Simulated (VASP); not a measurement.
A run of VASP 6.6.1 is set up as follows.

INCAR

```
PREC     = Accurate       # precision mode
ENCUT    = 750            # plane-wave cutoff, eV
EDIFF    = 1E-6           # SCF threshold, eV
ISMEAR   = 0              # smearing method
SIGMA    = 0.05           # smearing width, eV
LREAL    = False          # projectors in reciprocal space
LASPH    = True           # aspherical terms in the spheres
NELM     = 120            # most SCF steps
ALGO     = Normal         # electronic algorithm
ISIF     = 2              # what is computed and relaxed
LWAVE    = False          # write WAVECAR
LCHARG   = False          # write CHGCAR
GGA      = PE             # functional
NBANDS   = 13             # bands
GGA_COMPAT= False
```

Contents of KPOINTS:

```
regular mesh
0
Gamma
  10 10 10
```

POSCAR

```
Li2S
1.0
    0.0000000000      2.8634817972      2.8634817972
    2.8634817972      0.0000000000      2.8634817972
    2.8634817972      2.8634817972      0.0000000000
Li S
2 1
Direct
    0.2500000000      0.2500000000      0.2500000000
    0.7500000000      0.7500000000      0.7500000000
    0.0000000000      0.0000000000      0.0000000000
```

Potentials or basis: VASP PAW PBE potentials, release 64 (Li_sv, S).

Run with:

```bash
$ cat potpaw_PBE.64/Li_sv/POTCAR potpaw_PBE.64/S/POTCAR > POTCAR
$ mpirun -np 1 vasp_std > vasp.out
```

(1) Predict the band gap on the k mesh.

(2) Predict the pressure.

Answers

(1) 3.40 eV, indirect (least direct gap 4.19 eV).

(2) -0.6 GPa.
